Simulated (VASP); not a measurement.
# GaN (I-4m2) in VASP: single point with r2SCAN

Aim: the single point of GaN with r2SCAN.

All numbers are computed with VASP 6.6.1; they aren't measurements. Logs are shortened: lines on timing, memory, paths and dates and some standing lists are left out, and cuts for length are marked.

**1. The cell of the first run**

It takes space group I-4m2 (No. 119, tetragonal). The conventional cell has a = 3.233 Å, b = 3.233 Å, c = 4.416 Å, α = 90.00°, β = 90.00°, γ = 90.00°. Within 2.6 Å of Ga (site symmetry -4m2) lie 4 N at 1.96 Å. N (site symmetry -4m2) has 4 Ga at 1.96 Å within 2.6 Å.

**2. Single point, r2SCAN (epitaxial xy strain +1.7%)**

POSCAR

```
GaN
1.0
    0.0000000000      2.2860602613      2.2081320503
    2.2860602613      0.0000000000      2.2081320503
    2.2860602613      2.2860602613      0.0000000000
Ga N
1 1
Direct
    0.0000000000      0.0000000000      0.0000000000
    0.2500000000      0.2500000000      0.2500000000
```

INCAR.step1

```
ALGO = Normal
EDIFF = 1E-5
ENCUT = 1460
GGA = PE
GGA_COMPAT = F
ISMEAR = 0
LASPH = T
LCHARG = F
LREAL = F
LWAVE = T
NBANDS = 16
NELM = 120
PREC = Accurate
SIGMA = 0.01
```

INCAR.step2

```
ALGO = Normal
EDIFF = 1E-6
ENCUT = 1460
GGA_COMPAT = F
ISIF = 2
ISMEAR = 0
ISTART = 1
LASPH = T
LCHARG = F
LMIXTAU = T
LREAL = F
LWAVE = F
METAGGA = R2SCAN
NBANDS = 16
NELM = 120
PREC = Accurate
SIGMA = 0.01
```

KPOINTS

```
k-points
0
Gamma
  10 10 10
```

Potentials or basis: VASP PAW PBE potentials, release 64 (Ga_d, N_h).

The run is started by

```
$ cat potpaw_PBE.64/Ga_d/POTCAR potpaw_PBE.64/N_h/POTCAR > POTCAR
$ cp INCAR.step1 INCAR
$ mpirun -np 1 vasp_std > vasp.out
$ cp INCAR.step2 INCAR
$ mpirun -np 1 vasp_std > vasp.out
```

OUTCAR:

```text
EDIFF = 1E-6
   ENCUT = 1460
   ISIF = 2
   ISMEAR = 0
   ISTART = 1
   LASPH = T
   LREAL = F
   METAGGA = R2SCAN
   NELM = 120
   PREC = Accurate

 ion  position               nearest neighbor table
   1  0.000  0.000  0.000-   2 1.96   2 1.96   2 1.96   2 1.96
   2  0.250  0.250  0.250-   1 1.96   1 1.96   1 1.96   1 1.96

  LATTYP: Found a body centered tetragonal cell.
 ALAT       =     3.2329774259
 C/A-ratio  =     1.3660052388

  Lattice vectors:

 A1 = (   0.0000000000,  -2.2860602613,  -2.2081320503)
 A2 = (   0.0000000000,   2.2860602613,  -2.2081320503)
 A3 = (   2.2860602613,   0.0000000000,   2.2081320503)

Analysis of symmetry for initial positions (statically):
=====================================================================
 Subroutine PRICEL returns:
 Original cell was already a primitive cell.

 Routine SETGRP: Setting up the symmetry group for a
 body centered tetragonal supercell.

 Subroutine GETGRP returns: Found  8 space group operations
 (whereof  8 operations were pure point group operations)
 out of a pool of 16 trial point group operations.

The static configuration has the point symmetry D_2d.

Analysis of symmetry for dynamics (positions and initial velocities):
=====================================================================
 Subroutine PRICEL returns:
 Original cell was already a primitive cell.

 Routine SETGRP: Setting up the symmetry group for a
 body centered tetragonal supercell.

 Subroutine GETGRP returns: Found  8 space group operations
 (whereof  8 operations were pure point group operations)
 out of a pool of 16 trial point group operations.

The dynamic configuration has the point symmetry D_2d.

 Subroutine INISYM returns: Found  8 space group operations
 (whereof  8 operations are pure point group operations),
 and found     1 'primitive' translations

----------------------------------------------------------------------------------------

                                     Primitive cell

  volume of cell :      23.0797

  direct lattice vectors                    reciprocal lattice vectors
     0.000000000  2.286060261  2.208132050    -0.218716894  0.218716894  0.226435733
     2.286060261  0.000000000  2.208132050     0.218716894 -0.218716894  0.226435733
     2.286060261  2.286060261  0.000000000     0.218716894  0.218716894 -0.226435733

  length of vectors
     3.178351565  3.178351565  3.232977426     0.383337059  0.383337059  0.383337059

  position of ions in fractional coordinates (direct lattice)
[... 79 lines left out ...]
   EDIFF  = 0.1E-05   stopping-criterion for ELM
   LREAL  =      F    real-space projection
   EDIFFG = 0.1E-04   stopping-criterion for IOM
   NSW    =      0    number of steps for IOM
   IBRION =     -1    ionic relax: 0-MD 1-quasi-New 2-CG
   NFREE  =      0    steps in history (QN), initial steepest desc. (CG)
   ISIF   =      2    stress and relaxation
   ISYM   =      2    0-nonsym 1-usesym 2-fastsym
   POTIM  = 0.5000    time-step for ionic-motion
   TEBEG  =    0.0;   TEEND  =   0.0 temperature during run
   PSTRESS=    0.0 pullay stress
   NELECT =      18.0000    total number of electrons
   NUPDOWN=      -1.0000    fix difference up-down
   EMIN   =  10.00;   EMAX   =-10.00  energy-range for DOS
   EFERMI =   0.00;   METHOD = LEGACY
   ISMEAR =     0;   SIGMA  =   0.01  broadening in eV -4-tet -1-fermi 0-gaus
   EFERMI_NEDOS =   21; number of points for ismear=-14 and -15
   IALGO  =     38    algorithm
   IMIX   =      4    mixing-type and parameters
     AMIX     =   0.40;   BMIX     =  1.00
     AMIX_MAG =   1.60;   BMIX_MAG =  1.00
  volume/ion in A,a.u.               =      11.54        77.87
  Fermi-wavevector in a.u.,A,eV,Ry     =   1.506915  2.847657 30.896028  2.270794
  Thomas-Fermi vector in A             =   2.617570
   LORBIT       =      0    0 simple, 1 ext, 2 COOP (PROOUT), +10 PAW based schemes
   METAGGA = R2SCAN    functional components
   LHFCALC =     F    Hartree Fock is set to
   AEXX    =    0.0000 exact exchange contribution
   IVDW    =     0    specifies the selected vdW correction
   LEPSILON=     F    determine dielectric tensor
   LRPA    =     F    only Hartree local field effects (RPA)
 non-spin polarized calculation
 Gauss-broadening in eV      SIGMA  =   0.01
  energy-cutoff  :     1460.00
  volume of cell :       23.08
 maximum number of plane-waves:      2946
   NGX = 19   NGY = 19   NGZ = 21

 number of electron      18.0000000 magnetization

 Free energy of the ion-electron system (eV)
  ---------------------------------------------------
  ext. energy  EPLUGINS =         0.00000000
  ---------------------------------------------------
  free energy    TOTEN  =       -21.89243041 eV

  energy without entropy =      -21.89243041  energy(sigma->0) =      -21.89243041

 E-fermi :   5.4347     XC(G=0): -12.5779

 val. band max:        5.3189528564   @ k =   0.0000   0.0000   0.0000
 cond. band min:       7.2783429065   @ k =   0.0000   0.0000   0.0000
 fundamental gap:      1.9593900501
 Fermi energy:         5.4346937442

 k-point     1 :       0.0000    0.0000    0.0000
  band No.  band energies     occupation
      1     -11.4384      2.00000
      2      -8.6194      2.00000
      3      -8.6194      2.00000
      4      -8.5848      2.00000
      5      -8.2677      2.00000
      6      -8.2669      2.00000
[... 433 lines left out ...]
      3      -8.3867      2.00000
      4      -8.3825      2.00000
      5      -8.1983      2.00000
      6      -7.3553      2.00000
[... 8 lines left out ...]
     15      28.1298      0.00000
     16      28.2875      0.00000

 [... further k-points ...]

------------------------ aborting loop because EDIFF is reached ----------------------------------------

  FORCE on cell =-STRESS in cart. coord.  units (eV):
  Direction    XX          YY          ZZ          XY          YZ          ZX
  --------------------------------------------------------------------------------------
  -------------------------------------------------------------------------------------
  Total       -0.4513540     -0.4513540      0.1503512      0.0000000      0.0000000     -0.0000000
  in kB      -31.3326761    -31.3326761     10.4372733      0.0000000      0.0000000     -0.0000000
  external PRESSURE =     -17.4093596 kB  Pullay stress =       0.0000000 kB

 VOLUME and BASIS-vectors are now :
 -----------------------------------------------------------------------------
  energy-cutoff  :     1460.00
  volume of cell :       23.08
      direct lattice vectors                 reciprocal lattice vectors
     0.000000000  2.286060261  2.208132050    -0.218716894  0.218716894  0.226435733
     2.286060261  0.000000000  2.208132050     0.218716894 -0.218716894  0.226435733
     2.286060261  2.286060261  0.000000000     0.218716894  0.218716894 -0.226435733

 POSITION                                       TOTAL-FORCE (eV/Angst)
 -----------------------------------------------------------------------------------
      0.00000      0.00000      0.00000         0.000000     -0.000000     -0.000000
      1.14303      1.14303      1.10407        -0.000000      0.000000      0.000000
 -----------------------------------------------------------------------------------
    total drift:                               -0.000000     -0.000000     -0.000000

  FREE ENERGIE OF THE ION-ELECTRON SYSTEM (eV)
  ---------------------------------------------------
  free  energy   TOTEN  =       -21.8924304060 eV

  energy  without entropy=      -21.8924304060  energy(sigma->0) =      -21.89243041
```

OUTCAR.step1:

```text
EDIFF = 1E-5
   ENCUT = 1460
   GGA = PE
   ISMEAR = 0
   LASPH = T
[... 677 lines left out ...]
 -----------------------------------------------------------------------------------
      0.00000      0.00000      0.00000        -0.000000     -0.000000      0.000000
      1.14303      1.14303      1.10407         0.000000      0.000000      0.000000
 -----------------------------------------------------------------------------------
    total drift:                               -0.000000     -0.000000     -0.000000

  FREE ENERGIE OF THE ION-ELECTRON SYSTEM (eV)
  ---------------------------------------------------
  free  energy   TOTEN  =       -12.1512254188 eV

  energy  without entropy=      -12.1512254188  energy(sigma->0) =      -12.15122542
```

It took 7.1 min on 1 thread of Intel Xeon Platinum 8375C at 2.90GHz (Ice Lake), shared host; peak memory 0.39 GiB.

Results:

| Item | Value |
| --- | --- |
| Free energy | -21.8924 eV |
| Pressure | -1.7 GPa |
| Band gap on the k mesh | 1.96 eV |

Stress tensor (GPa, compression positive):
```
-3.13  0.00  0.00
 0.00 -3.13  0.00
 0.00  0.00  1.04
```

Caveat: the cell differs from its parent crystal (epitaxial xy strain +1.7%); the structure was generated, so it needn't be the stable form of GaN; the PAW data sets were made with another functional, which shifts forces and pressure a little.
